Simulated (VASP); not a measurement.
# As (R-3m) in VASP: further runs

As is run at these levels: r2SCAN, PBEsol, BLYP+D3(BJ), PBE, LDA; tasks: single point.

All numbers are computed with VASP 6.6.1; they aren't measurements. Logs are shortened: lines on timing, memory, paths and dates and some standing lists are left out, and cuts for length are marked.

**1. The cell of the first run**

The structure is trigonal, space group R-3m (No. 166). Conventional cell: a = 3.762 Å, b = 3.762 Å, c = 10.542 Å, α = 90.00°, β = 90.00°, γ = 120.00°. Within 3.3 Å of As (site symmetry 3m) lie 6 As at 2.51 to 3.14 Å.

**2. Single point, r2SCAN**

POSCAR reads:

```
As
1.0
    1.8807968987      1.0858785957      3.5140619945
   -1.8807968987      1.0858785957      3.5140619945
    0.0000000000     -2.1717571915      3.5140619945
As
2
Direct
    0.2260000000      0.2260000000      0.2260000000
    0.7740000000      0.7740000000      0.7740000000
```

INCAR.step1 reads:

```
SYSTEM = As
PREC = Accurate
ENCUT = 520
ISMEAR = -1
SIGMA = 0.05
LREAL = .FALSE.
LASPH = .TRUE.
NELM = 60
NBANDS = 12
GGA = PE
ALGO = Normal
EDIFF = 1E-4
LWAVE = .TRUE.
LCHARG = .FALSE.
```

INCAR.step2 reads:

```
SYSTEM = As
PREC = Accurate
ENCUT = 520
EDIFF = 1E-6
ISMEAR = -1
SIGMA = 0.05
LREAL = .FALSE.
LASPH = .TRUE.
NELM = 60
ALGO = Normal
ISIF = 2
LWAVE = .FALSE.
LCHARG = .TRUE.
METAGGA = R2SCAN
LMIXTAU = .TRUE.
LELF = .TRUE.
LVHAR = .TRUE.
NBANDS = 12
ISTART = 1
```

KPOINTS reads:

```
regular mesh
0
G
  7 7 7
  0 0 0
```

Potentials or basis: VASP PAW PBE potentials, release 64 (As).

Command:

```sh
> cat potpaw_PBE.64/As/POTCAR > POTCAR
> cp INCAR.step1 INCAR
> mpirun -np 1 vasp_std > vasp.out
> cp INCAR.step2 INCAR
> mpirun -np 1 vasp_std > vasp.out
```

OUTCAR:

```text
SYSTEM = As
   PREC = Accurate
   ENCUT = 520
   EDIFF = 1E-6
   ISMEAR = -1
   LREAL = .FALSE.
   LASPH = .TRUE.
   NELM = 60
   ISIF = 2
   METAGGA = R2SCAN
   ISTART = 1

 ion  position               nearest neighbor table
   1  0.226  0.226  0.226-   2 2.51   2 2.51   2 2.51
   2  0.774  0.774  0.774-   1 2.51   1 2.51   1 2.51

  LATTYP: Found a trigonal (rhomboedric) cell.
 ALAT       =     4.1310000000
 COS(alpha) =     0.5854247172

  Lattice vectors:

 A1 = (   1.8807968987,   1.0858785957,   3.5140619945)
 A2 = (  -1.8807968987,   1.0858785957,   3.5140619945)
 A3 = (   0.0000000000,  -2.1717571915,   3.5140619945)

Analysis of symmetry for initial positions (statically):
=====================================================================
 Subroutine PRICEL returns:
 Original cell was already a primitive cell.

 Routine SETGRP: Setting up the symmetry group for a
 trigonal (rhombohedral) supercell.

 Subroutine GETGRP returns: Found 12 space group operations
 (whereof 12 operations were pure point group operations)
 out of a pool of 12 trial point group operations.

The static configuration has the point symmetry D_3d.

Analysis of symmetry for dynamics (positions and initial velocities):
=====================================================================
 Subroutine PRICEL returns:
 Original cell was already a primitive cell.

 Routine SETGRP: Setting up the symmetry group for a
 trigonal (rhombohedral) supercell.

 Subroutine GETGRP returns: Found 12 space group operations
 (whereof 12 operations were pure point group operations)
 out of a pool of 12 trial point group operations.

The dynamic configuration has the point symmetry D_3d.

 Subroutine INISYM returns: Found 12 space group operations
 (whereof 12 operations are pure point group operations),
 and found     1 'primitive' translations

----------------------------------------------------------------------------------------

                                     Primitive cell

  volume of cell :      43.0610

  direct lattice vectors                    reciprocal lattice vectors
     1.880796899  1.085878596  3.514061995     0.265844760  0.153485544  0.094856987
    -1.880796899  1.085878596  3.514061995    -0.265844760  0.153485544  0.094856987
     0.000000000 -2.171757191  3.514061995     0.000000000 -0.306971087  0.094856987

  length of vectors
     4.131000000  4.131000000  4.131000000     0.321292852  0.321292852  0.321292852

  position of ions in fractional coordinates (direct lattice)
[... 83 lines left out ...]
   IBRION =     -1    ionic relax: 0-MD 1-quasi-New 2-CG
   NFREE  =      0    steps in history (QN), initial steepest desc. (CG)
   ISIF   =      2    stress and relaxation
   ISYM   =      2    0-nonsym 1-usesym 2-fastsym
   POTIM  = 0.5000    time-step for ionic-motion
   TEBEG  =    0.0;   TEEND  =   0.0 temperature during run
   PSTRESS=    0.0 pullay stress
   NELECT =      10.0000    total number of electrons
   NUPDOWN=      -1.0000    fix difference up-down
   EMIN   =  10.00;   EMAX   =-10.00  energy-range for DOS
   EFERMI =   0.00;   METHOD = LEGACY
   ISMEAR =    -1;   SIGMA  =   0.05  broadening in eV -4-tet -1-fermi 0-gaus
   EFERMI_NEDOS =   21; number of points for ismear=-14 and -15
   IALGO  =     38    algorithm
   IMIX   =      4    mixing-type and parameters
     AMIX     =   0.40;   BMIX     =  1.00
     AMIX_MAG =   1.60;   BMIX_MAG =  1.00
  volume/ion in A,a.u.               =      21.53       145.29
  Fermi-wavevector in a.u.,A,eV,Ry     =   1.006268  1.901570 13.776916  1.012575
  Thomas-Fermi vector in A             =   2.138999
   LORBIT       =      0    0 simple, 1 ext, 2 COOP (PROOUT), +10 PAW based schemes
   METAGGA = R2SCAN    functional components
   LHFCALC =     F    Hartree Fock is set to
   AEXX    =    0.0000 exact exchange contribution
   IVDW    =     0    specifies the selected vdW correction
   LEPSILON=     F    determine dielectric tensor
   LRPA    =     F    only Hartree local field effects (RPA)
 non-spin polarized calculation
  energy-cutoff  :      520.00
  volume of cell :       43.06
 maximum number of plane-waves:      1177
   NGX = 15   NGY = 15   NGZ = 15

 number of electron      10.0000000 magnetization

 Free energy of the ion-electron system (eV)
  ---------------------------------------------------
  ext. energy  EPLUGINS =         0.00000000
  ---------------------------------------------------
  free energy    TOTEN  =       -29.39739402 eV

  energy without entropy =      -29.39494727  energy(sigma->0) =      -29.39617064

 E-fermi :   5.4620     XC(G=0): -10.4021

 val. band max:        5.4563028819   @ k =   0.4286   0.2857   0.2857
 cond. band min:       5.4674625904   @ k =   0.4286   0.0000  -0.0000
 fundamental gap:      0.0111597085
 Fermi energy:         5.4619720531

 k-point     1 :       0.0000    0.0000    0.0000
  band No.  band energies     occupation
      1     -10.4388      2.00000
      2      -0.5743      2.00000
      3       2.6804      2.00000
      4       3.0830      2.00000
      5       3.0830      2.00000
      6       7.0494      0.00000
      7       8.3463      0.00000
      8       8.3463      0.00000
      9      12.6584      0.00000
     10      12.6584      0.00000
     11      13.2792      0.00000
     12      14.5932      0.00000
[... 331 lines left out ...]
 k-point    24 :       0.4286    0.2857    0.1429
  band No.  band energies     occupation
      1      -9.0151      2.00000
      2      -3.8338      2.00000
      3       0.3224      2.00000
      4       1.6404      2.00000
      5       4.1858      2.00000
      6       7.2401      0.00000
      7       8.4721      0.00000
      8       9.5315      0.00000
      9      11.7108      0.00000
     10      14.8889      0.00000
     11      16.2156      0.00000
     12      16.6174      0.00000

 [... further k-points ...]
[... 5 lines left out ...]
  --------------------------------------------------------------------------------------
  -------------------------------------------------------------------------------------
  Total        0.4916170      0.4916170      0.5404558      0.0000000     -0.0000000     -0.0000000
  in kB       18.2916815     18.2916815     20.1088359      0.0000000     -0.0000000     -0.0000000
  external PRESSURE =      18.8973997 kB  Pullay stress =       0.0000000 kB

 VOLUME and BASIS-vectors are now :
 -----------------------------------------------------------------------------
  energy-cutoff  :      520.00
  volume of cell :       43.06
      direct lattice vectors                 reciprocal lattice vectors
     1.880796899  1.085878596  3.514061995     0.265844760  0.153485544  0.094856987
    -1.880796899  1.085878596  3.514061995    -0.265844760  0.153485544  0.094856987
     0.000000000 -2.171757191  3.514061995     0.000000000 -0.306971087  0.094856987

 POSITION                                       TOTAL-FORCE (eV/Angst)
 -----------------------------------------------------------------------------------
      0.00000     -0.00000      2.38253         0.000000     -0.000000      0.152662
      0.00000     -0.00000      8.15965         0.000000      0.000000     -0.152662
 -----------------------------------------------------------------------------------
    total drift:                               -0.000000     -0.000000      0.000000

  FREE ENERGIE OF THE ION-ELECTRON SYSTEM (eV)
  ---------------------------------------------------
  free  energy   TOTEN  =       -29.3973940182 eV

  energy  without entropy=      -29.3949472681  energy(sigma->0) =      -29.39617064
```

OUTCAR.step1:

```text
SYSTEM = As
   PREC = Accurate
   ENCUT = 520
   ISMEAR = -1
   LREAL = .FALSE.
   LASPH = .TRUE.
[... 581 lines left out ...]
      0.00000     -0.00000      2.38253         0.000000     -0.000000      0.448923
      0.00000     -0.00000      8.15965         0.000000      0.000000     -0.448923
 -----------------------------------------------------------------------------------
    total drift:                               -0.000000     -0.000000      0.000000

  FREE ENERGIE OF THE ION-ELECTRON SYSTEM (eV)
  ---------------------------------------------------
  free  energy   TOTEN  =        -9.3380915099 eV

  energy  without entropy=       -9.3356270553  energy(sigma->0) =       -9.33685928
```

Run time: 48 s. Hardware: 1 thread of Intel Xeon 6975P-C, shared host; peak memory 0.19 GiB.

What came out:

* Free energy: -29.3974 eV
* Pressure: 1.9 GPa
* Largest force: 0.153 eV/Å
* Band gap on the k mesh: 0.01 eV, indirect (least direct gap 0.71 eV)

Forces on the atoms (eV/Å):
```
As   0.000  0.000  0.153
As   0.000  0.000 -0.153
```

Levels at points of the mesh, in eV from the valence-band top:
| k point | band 3 | band 4 | band 5 | band 6 | band 7 | band 8 |
| --- | --- | --- | --- | --- | --- | --- |
| (0.00, 0.00, 0.00) | -2.78 | -2.37 | -2.37 | 1.59 | 2.89 | 2.89 |

Caveat: the PAW data sets were made with another functional, which shifts forces and pressure a little. A k mesh can miss the band edges.

**3. Single point, PBEsol**

INCAR reads:

```
ALGO     = Normal         # electronic algorithm
EDIFF    = 1E-6           # SCF threshold, eV
ENCUT    = 520            # plane-wave cutoff, eV
GGA      = PS             # functional
ISIF     = 2              # what is computed and relaxed
ISMEAR   = 0              # smearing method
LASPH    = True           # aspherical terms in the spheres
LCHARG   = False          # write CHGCAR
LREAL    = False          # projectors in reciprocal space
LWAVE    = False          # write WAVECAR
NBANDS   = 12             # bands
NELM     = 80             # most SCF steps
PREC     = Accurate       # precision mode
SIGMA    = 0.02           # smearing width, eV
```

KPOINTS reads:

```
k-points
0
Gamma
  9 9 9
```

POSCAR reads:

```
As
1.0
    4.1310000000      0.0000000000      0.0000000000
    2.4183895066      3.3491122995      0.0000000000
    2.4183895066      1.2366737439      3.1124252996
As
2
Direct
    0.2260000000      0.2260000000      0.2260000000
    0.7740000000      0.7740000000      0.7740000000
```

Potentials or basis: VASP PAW PBE potentials, release 64 (As).

Command:

```sh
> cat potpaw_PBE.64/As/POTCAR > POTCAR
> mpirun -np 1 vasp_std > vasp.out
```

Wall time 28 s (1 thread of Intel Xeon 6975P-C, shared host); peak memory 0.19 GiB.

It converged, with:

* Free energy: -10.2039 eV
* Pressure: 0.7 GPa
* Largest force: 0.443 eV/Å
* Band gap on the k mesh: zero (band 5 reaches 5.33 eV, above the bottom of band 6 at 5.23 eV)

Forces in eV/Å, atoms in the order of the input:
```
As   0.377  0.193  0.131
As  -0.377 -0.193 -0.131
```

Stress tensor (GPa, compression positive):
```
 0.44 -0.26 -0.18
-0.26  0.82 -0.09
-0.18 -0.09  0.89
```

Levels at points of the mesh, in eV from the Fermi level:
| k point | band 3 | band 4 | band 5 | band 6 | band 7 | band 8 |
| --- | --- | --- | --- | --- | --- | --- |
| (0.00, 0.00, 0.00) | -2.45 | -2.00 | -2.00 | 1.59 | 2.92 | 2.92 |

Caveat: the PAW data sets were made with another functional, which shifts forces and pressure a little.

**4. Single point, BLYP+D3(BJ)**

INCAR reads:

```
SYSTEM = As
  PREC = Accurate
  ENCUT = 600
  EDIFF = 1E-6
  ISMEAR = -1
  SIGMA = 0.05
  LREAL = .False.
  LASPH = .True.
  NELM = 120
  ALGO = Normal
  ISIF = 2
  LWAVE = .False.
  LCHARG = .False.
  GGA = B5
  ALDAX = 1.0
  AGGAX = 1.0
  AGGAC = 1.0
  ALDAC = 0.0
  IVDW = 12
  VDW_S6 = 1.0
  VDW_S8 = 2.6996
  VDW_A1 = 0.4298
  VDW_A2 = 4.2359
  NBANDS = 22
  GGA_COMPAT = .False.
```

KPOINTS reads:

```
regular mesh
0
Gamma
  9 9 9
  0 0 0
```

POSCAR reads:

```
As
1.0
    1.8996256651      1.0967493891      3.4415044696
   -1.8996256651      1.0967493891      3.4415044696
    0.0000000000     -2.1934987783      3.4415044696
As
2
Direct
    0.2287838823      0.2287838823      0.2287838823
    0.7712161177      0.7712161177      0.7712161177
```

Potentials or basis: VASP PAW PBE potentials, release 64 (As_d).

Command:

```sh
> cat potpaw_PBE.64/As_d/POTCAR > POTCAR
> mpirun -np 1 vasp_std > vasp.out
```

Run time: 98 s. Hardware: 1 thread of Intel Xeon Platinum 8375C at 2.90GHz (Ice Lake), shared host; peak memory 0.25 GiB.

Results (log left out):

| Item | Value |
| --- | --- |
| Free energy | -9.7760 eV |
| Pressure | 0.2 GPa |
| Largest force | 0.035 eV/Å |
| Band gap on the k mesh | 0.10 eV, indirect (least direct gap 0.61 eV) |
| Dispersion energy per atom | -0.948 eV |

Forces on the atoms (eV/Å):
```
As   0.000  0.000  0.035
As   0.000  0.000 -0.035
```

Stress tensor (GPa, compression positive):
```
0.21 0.00 0.00
0.00 0.21 0.00
0.00 0.00 0.10
```

Levels at points of the mesh, in eV from the valence-band top:
```tsv
k point	band 12	band 13	band 14	band 15	band 16	band 17	band 18	band 19
(0.00, 0.00, 0.00)	-5.87	-2.31	-1.97	-1.97	2.03	3.05	3.05	6.98
```

Caveat: the PAW data sets were made with another functional, which shifts forces and pressure a little. A k mesh can miss the band edges.

**5. Single point, PBE**

This run uses another cell than the first one, of 22.40 Å³/atom, 1.040 times its volume.

INCAR reads:

```
SYSTEM = As
PREC = Accurate ; ENCUT = 600
EDIFF = 1E-6 ; ISMEAR = -1
SIGMA = 0.05 ; LREAL = .FALSE.
LASPH = .TRUE. ; NELM = 120
ALGO = Normal ; ISIF = 2
LWAVE = .FALSE. ; LCHARG = .TRUE.
GGA = PE ; LELF = .TRUE.
LVHAR = .TRUE. ; NBANDS = 22
GGA_COMPAT = .FALSE.
```

KPOINTS reads:

```
regular mesh
0
G
  7 7 7
  0 0 0
```

POSCAR reads:

```
As
1.0
    1.9184128367      1.1075961676      3.5140619945
   -1.9184128367      1.1075961676      3.5140619945
    0.0000000000     -2.2151923353      3.5140619945
As
2
Direct
    0.2260000000      0.2260000000      0.2260000000
    0.7740000000      0.7740000000      0.7740000000
```

Command:

```sh
> cat potpaw_PBE.64/As_d/POTCAR > POTCAR
> mpirun -np 1 vasp_std > vasp.out
```

Run time: 33 s. Hardware: 1 thread of Intel Xeon 6975P-C (Granite Rapids), shared host; peak memory 0.22 GiB.

The run converged. Its results:

```yaml
Free_energy: -9.3779 eV
Pressure: 0.3 GPa
Largest_force: 0.202 eV/Å
Band_gap_on_the_k_mesh: 0.09 eV, indirect (least direct gap 0.66 eV)
```

Forces in eV/Å, atoms in the order of the input:
```
As   0.000  0.000  0.202
As   0.000  0.000 -0.202
```

Stress tensor (GPa, compression positive):
```
-0.01  0.00  0.00
 0.00 -0.01  0.00
 0.00  0.00  0.93
```

Levels at points of the mesh, in eV from the valence-band top:
```
           k point  band 11  band 12  band 13  band 14  band 15  band 16  band 17  band 18  band 19  band 20
(0.00, 0.00, 0.00)   -14.61    -5.87    -2.12    -1.95    -1.95     1.68     2.93     2.93     6.93     6.93
```

A k mesh can miss the band edges.

**6. Single point, LDA**

This run uses another cell than the first one, of 20.24 Å³/atom, 0.940 times its volume.

INCAR reads:

```
SYSTEM = As
ALGO     = Normal         ! electronic algorithm
EDIFF    = 1E-6           ! SCF threshold, eV
ENCUT    = 600            ! plane-wave cutoff, eV
GGA      = CA             ! functional
GGA_COMPAT= .FALSE.      
ISIF     = 2              ! what is computed and relaxed
ISMEAR   = -1             ! smearing method
LASPH    = .TRUE.         ! aspherical terms in the spheres
LCHARG   = .FALSE.        ! write CHGCAR
LREAL    = .FALSE.        ! projectors in reciprocal space
LWAVE    = .FALSE.        ! write WAVECAR
NBANDS   = 22             ! bands
NELM     = 120            ! most SCF steps
PREC     = Accurate       ! precision mode
SIGMA    = 0.05           ! smearing width, eV
```

KPOINTS reads:

```
k-points
0
G
  9 9 9
  0 0 0
```

POSCAR reads:

```
As
1.0
    1.8424025153      1.0637115881      3.4423263150
   -1.8424025153      1.0637115881      3.4423263150
    0.0000000000     -2.1274231763      3.4423263150
As
2
Direct
    0.2260000000      0.2260000000      0.2260000000
    0.7740000000      0.7740000000      0.7740000000
```

Potentials or basis: VASP PAW LDA potentials, release 64 (As_d).

Command:

```sh
> cat potpaw_LDA.64/As_d/POTCAR > POTCAR
> mpirun -np 1 vasp_std > vasp.out
```

It took 31 s on 1 thread of AMD EPYC 9R45 (Zen 5), shared host; peak memory 0.17 GiB.

The run converged. Its results:

- Free energy: -10.7413 eV
- Pressure: 4.0 GPa
- Largest force: 0.739 eV/Å
- Band gap on the k mesh: zero (band 15 reaches 4.43 eV, above the bottom of band 16 at 4.28 eV)

Forces in eV/Å, atoms in the order of the input:
```
As   0.000  0.000  0.739
As   0.000  0.000 -0.739
```

Stress tensor (GPa, compression positive):
```
4.84 0.00 0.00
0.00 4.84 0.00
0.00 0.00 2.29
```

Levels at points of the mesh, in eV from the Fermi level:
| k point | band 13 | band 14 | band 15 | band 16 | band 17 | band 18 |
| --- | --- | --- | --- | --- | --- | --- |
| (0.00, 0.00, 0.00) | -2.74 | -2.21 | -2.21 | 1.52 | 2.92 | 2.92 |

**7. The runs side by side**

| level | potentials or basis | cell | k mesh | cutoff (eV) | smearing | second run | gap on the mesh (eV) | pressure (GPa) | largest force (eV/Å) |
| --- | --- | --- | --- | --- | --- | --- | --- | --- | --- |
| r2SCAN | VASP PAW PBE potentials, release 64 (As) | a = 4.131 Å, angles 54.2°, 2 atoms | 7 × 7 × 7 | 520 | fermi-dirac 0.05 eV | - | 0.01 | 1.9 | 0.15 |
| PBEsol | VASP PAW PBE potentials, release 64 (As) | a = 4.131 Å, angles 54.2°, 2 atoms | 9 × 9 × 9 | 520 | gaussian 0.02 eV | - | none | 0.7 | 0.44 |
| BLYP+D3(BJ) | VASP PAW PBE potentials, release 64 (As_d) | a = 4.081 Å, angles 55.5°, 2 atoms | 9 × 9 × 9 | 600 | fermi-dirac 0.05 eV | valence_matched | 0.10 | 0.2 | 0.03 |
| PBE | VASP PAW PBE potentials, release 64 (As_d) | a = 4.154 Å, angles 55.0°, 2 atoms | 7 × 7 × 7 | 600 | fermi-dirac 0.05 eV | valence_matched | 0.09 | 0.3 | 0.20 |
| LDA | VASP PAW LDA potentials, release 64 (As_d) | a = 4.047 Å, angles 54.2°, 2 atoms | 9 × 9 × 9 | 600 | fermi-dirac 0.05 eV | valence_matched | none | 4.0 | 0.74 |

Alike in all rows: task single point; no spin polarisation.

Caveats: the PAW data sets were made with another functional, which shifts forces and pressure a little (some runs).

Total energies depend on the potentials used, so only differences within one code and one set of settings carry meaning.
